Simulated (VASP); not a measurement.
# EuAgS2 (R-3m) in VASP: single point with PBE

Aim: the single point of EuAgS2 with PBE.

All numbers are computed with VASP 6.6.1; they aren't measurements. Logs are shortened: lines on timing, memory, paths and dates and some standing lists are left out, and cuts for length are marked.

### Step 1. The cell of the first run

Symmetry: R-3m, No. 166, trigonal system. Conventional cell: a = 4.048 Å, b = 4.048 Å, c = 22.042 Å, α = 90.00°, β = 90.00°, γ = 120.00°. Within 4.4 Å of Ag (site symmetry -3m) lie 6 S at 3.21 Å and 6 Ag at 4.05 Å and 6 Eu at 4.35 Å. Eu (site symmetry -3m) has 6 S at 2.76 Å within 3.6 Å. S (site symmetry 3m) has 3 Eu at 2.76 Å and 3 Ag at 3.21 Å within 3.6 Å.

### Step 2. Single point, PBE, collinear spin, ferromagnetic start

INCAR reads:

```
SYSTEM = EuAgS2
  PREC = Accurate
  ENCUT = 520
  EDIFF = 1E-7
  ISMEAR = -1
  SIGMA = 0.05
  LREAL = .False.
  LASPH = .True.
  NELM = 150
  ALGO = Normal
  ISIF = 2
  LWAVE = .False.
  LCHARG = .False.
  ISPIN = 2
  MAGMOM = 0 8.5 0 0
  LORBIT = 11
  LMAXMIX = 6
  GGA = PE
  NBANDS = 32
```

KPOINTS reads:

```
regular mesh
0
Gamma
  8 8 8
  0 0 0
```

POSCAR reads:

```
EuAgS2
1.0
    2.0238912200      1.1684941400      7.3474974300
   -2.0238912200      1.1684941400      7.3474974300
    0.0000000000     -2.3369882800      7.3474974300
Ag Eu S
1 1 2
Direct
    0.5000000000      0.5000000000      0.5000000000
    0.0000000000      0.0000000000      0.0000000000
    0.2667000000      0.2667000000      0.2667000000
    0.7333000000      0.7333000000      0.7333000000
```

Potentials or basis: VASP PAW PBE potentials, release 64 (Ag, Eu, S).

On the command line:

```sh
$ cat potpaw_PBE.64/Ag/POTCAR potpaw_PBE.64/Eu/POTCAR potpaw_PBE.64/S/POTCAR > POTCAR
$ mpirun -np 1 vasp_std > vasp.out
```

OUTCAR:

```text
SYSTEM = EuAgS2
   PREC = Accurate
   ENCUT = 520
   EDIFF = 1E-7
   ISMEAR = -1
   LREAL = .False.
   LASPH = .True.
   NELM = 150
   ISIF = 2
   ISPIN = 2
   LORBIT = 11
   GGA = PE

 ion  position               nearest neighbor table
   1  0.500  0.500  0.500-
   2  0.000  0.000  0.000-   4 2.76   3 2.76   4 2.76   4 2.76   3 2.76   3 2.76
   3  0.267  0.267  0.267-   2 2.76   2 2.76   2 2.76
   4  0.733  0.733  0.733-   2 2.76   2 2.76   2 2.76

  LATTYP: Found a trigonal (rhomboedric) cell.
 ALAT       =     7.7102031562
 COS(alpha) =     0.8621925536

  Lattice vectors:

 A1 = (   2.0238912200,   1.1684941400,   7.3474974300)
 A2 = (  -2.0238912200,   1.1684941400,   7.3474974300)
 A3 = (   0.0000000000,  -2.3369882800,   7.3474974300)

Analysis of symmetry for initial positions (statically):
=====================================================================
 Subroutine PRICEL returns:
 Original cell was already a primitive cell.

 Routine SETGRP: Setting up the symmetry group for a
 trigonal (rhombohedral) supercell.

 Subroutine GETGRP returns: Found 12 space group operations
 (whereof 12 operations were pure point group operations)
 out of a pool of 12 trial point group operations.

The static configuration has the point symmetry D_3d.

Analysis of symmetry for dynamics (positions and initial velocities):
=====================================================================
 Subroutine PRICEL returns:
 Original cell was already a primitive cell.

 Routine SETGRP: Setting up the symmetry group for a
 trigonal (rhombohedral) supercell.

 Subroutine GETGRP returns: Found 12 space group operations
 (whereof 12 operations were pure point group operations)
 out of a pool of 12 trial point group operations.

The dynamic configuration has the point symmetry D_3d.

Analysis of structural, dynamic, and magnetic symmetry:
=====================================================================
 Subroutine PRICEL returns:
 Original cell was already a primitive cell.

 Routine SETGRP: Setting up the symmetry group for a
 trigonal (rhombohedral) supercell.

 Subroutine GETGRP returns: Found 12 space group operations
 (whereof 12 operations were pure point group operations)
 out of a pool of 12 trial point group operations.

The overall configuration has the point symmetry D_3d.

 Subroutine INISYM returns: Found 12 space group operations
 (whereof 12 operations are pure point group operations),
[... 128 lines left out ...]
   IVDW    =     0    specifies the selected vdW correction
   LEPSILON=     F    determine dielectric tensor
   LRPA    =     F    only Hartree local field effects (RPA)
 spin polarized calculation
  energy-cutoff  :      520.00
  volume of cell :      104.26
 maximum number of plane-waves:      2836
 NGX is ok and might be reduce to    60
   NGX = 29   NGY = 29   NGZ = 29

 number of electron      40.0000003 magnetization       6.0000029

 Free energy of the ion-electron system (eV)
  ---------------------------------------------------
  ext. energy  EPLUGINS =         0.00000000
  ---------------------------------------------------
  free energy    TOTEN  =       -25.88645354 eV

  energy without entropy =      -25.85486699  energy(sigma->0) =      -25.87066027

 E-fermi :   2.4906     XC(G=0):  -9.3630

 val. band max:        2.4885757961   @ k =  -0.3750  -0.3750   0.2500
 cond. band min:       2.4934360449   @ k =  -0.3750   0.3750   0.1250
 fundamental gap:      0.0048602488
 Fermi energy:         2.4906310919

 spin component 1

 k-point     1 :       0.0000    0.0000    0.0000
  band No.  band energies     occupation
      1     -38.2443      1.00000
      2     -16.9549      1.00000
      3     -16.7553      1.00000
      4     -16.7553      1.00000
      5      -9.2204      1.00000
      6      -8.2978      1.00000
[... 829 lines left out ...]
     31       8.9772      0.00000
     32      10.3584      0.00000

 [... further k-points ...]

 spin component 2

 k-point     1 :       0.0000    0.0000    0.0000
  band No.  band energies     occupation
      1     -35.3710      1.00000
      2     -15.0081      1.00000
      3     -14.7030      1.00000
      4     -14.7030      1.00000
      5      -9.3574      1.00000
      6      -8.3521      1.00000
[... 829 lines left out ...]
     31       9.5152      0.00000
     32      10.6751      0.00000

 [... further k-points ...]

------------------------ aborting loop because EDIFF is reached ----------------------------------------

  FORCE on cell =-STRESS in cart. coord.  units (eV):
  Direction    XX          YY          ZZ          XY          YZ          ZX
  --------------------------------------------------------------------------------------
  -------------------------------------------------------------------------------------
  Total        0.3887809      0.3887809     -3.3821322      0.0000000      0.0000000      0.0000000
  in kB        5.9746317      5.9746317    -51.9752717      0.0000000      0.0000000      0.0000000
  external PRESSURE =     -13.3420028 kB  Pullay stress =       0.0000000 kB

 VOLUME and BASIS-vectors are now :
 -----------------------------------------------------------------------------
  energy-cutoff  :      520.00
  volume of cell :      104.26
      direct lattice vectors                 reciprocal lattice vectors
     2.023891220  1.168494140  7.347497430     0.247048851  0.142633721  0.045366921
    -2.023891220  1.168494140  7.347497430    -0.247048851  0.142633721  0.045366921
     0.000000000 -2.336988280  7.347497430     0.000000000 -0.285267441  0.045366921

 POSITION                                       TOTAL-FORCE (eV/Angst)
 -----------------------------------------------------------------------------------
      0.00000      0.00000     11.02125         0.000000     -0.000000     -0.000000
      0.00000      0.00000      0.00000        -0.000000      0.000000     -0.000000
      0.00000      0.00000      5.87873         0.000000     -0.000000     -1.118559
      0.00000      0.00000     16.16376         0.000000      0.000000      1.118559
 -----------------------------------------------------------------------------------
    total drift:                                0.000000      0.000000      0.000000

  FREE ENERGIE OF THE ION-ELECTRON SYSTEM (eV)
  ---------------------------------------------------
  free  energy   TOTEN  =       -25.8864535427 eV

  energy  without entropy=      -25.8548669936  energy(sigma->0) =      -25.87066027

 total charge

# of ion       s       p       d       f       tot
--------------------------------------------------
    1        0.166   0.074   9.342   0.000   9.581
    2        2.047   5.749   0.478   6.360  14.634
    3        1.338   2.386   0.000   0.000   3.724
    4        1.338   2.386   0.000   0.000   3.724
--------------------------------------------------
tot          4.889  10.595   9.820   6.360  31.664

 magnetization (x)

# of ion       s       p       d       f       tot
--------------------------------------------------
    1        0.003  -0.001  -0.022   0.000  -0.020
    2       -0.009  -0.110   0.072   6.253   6.205
    3       -0.006  -0.140   0.000   0.000  -0.147
    4       -0.006  -0.140   0.000   0.000  -0.147
--------------------------------------------------
tot         -0.019  -0.392   0.050   6.253   5.891
```

OSZICAR:

```text
N       E                     dE             d eps       ncg     rms          rms(c)
DAV:   1     0.267623788200E+03    0.26762E+03   -0.15878E+04 12288   0.452E+03
DAV:   2     0.138109742420E+02   -0.25381E+03   -0.22512E+03 12912   0.564E+02
DAV:   3    -0.214160885513E+02   -0.35227E+02   -0.34340E+02 12880   0.119E+02
[... 13 lines left out ...]
DAV:  17    -0.258864499784E+02   -0.87129E-05   -0.98386E-05 12144   0.146E-01    0.111E-01
DAV:  18    -0.258864530585E+02   -0.30801E-05   -0.16428E-05 13200   0.416E-02    0.555E-02
DAV:  19    -0.258864531827E+02   -0.12414E-06   -0.21530E-06 15680   0.168E-02    0.439E-02
DAV:  20    -0.258864533232E+02   -0.14053E-06   -0.50620E-07 10448   0.130E-02    0.343E-02
DAV:  21    -0.258864534844E+02   -0.16119E-06   -0.59355E-07 11496   0.111E-02    0.147E-02
DAV:  22    -0.258864535427E+02   -0.58310E-07   -0.36133E-07  8600   0.941E-03
   1 F= -.25886454E+02 E0= -.25870660E+02  d E =-.315865E-01  mag=     6.0000
```

It took 28 min on 1 thread of Intel Xeon Platinum 8488C (Sapphire Rapids), shared host; peak memory 0.91 GiB.

Results:

| Item | Value |
| --- | --- |
| Free energy | -25.8865 eV |
| Pressure | -1.3 GPa |
| Largest force | 1.119 eV/Å |
| Band gap on the k mesh | zero (filled and empty bands overlap) |
| Net moment | 6.00 μB per cell |
| Site moments | Ag -0.02; Eu +6.21; S -0.15 μB |
| Valence electrons inside the program's atomic spheres | Ag 9.58; Eu 14.63; S 3.72 |

Forces in eV/Å, atoms in the order of the input:
```
Ag   0.000  0.000  0.000
Eu   0.000  0.000  0.000
S    0.000  0.000 -1.119
S    0.000  0.000  1.119
```

Caveat: spin-orbit coupling is left out, which moves the levels of the heavy elements; a cell with one magnetic atom can't hold antiferromagnetic order, which such compounds often take; semilocal functionals describe open f shells poorly, which spoils levels, moments and volumes; forces of over 1 eV/Å act on the atoms, so gaps and moduli don't describe the material at rest.
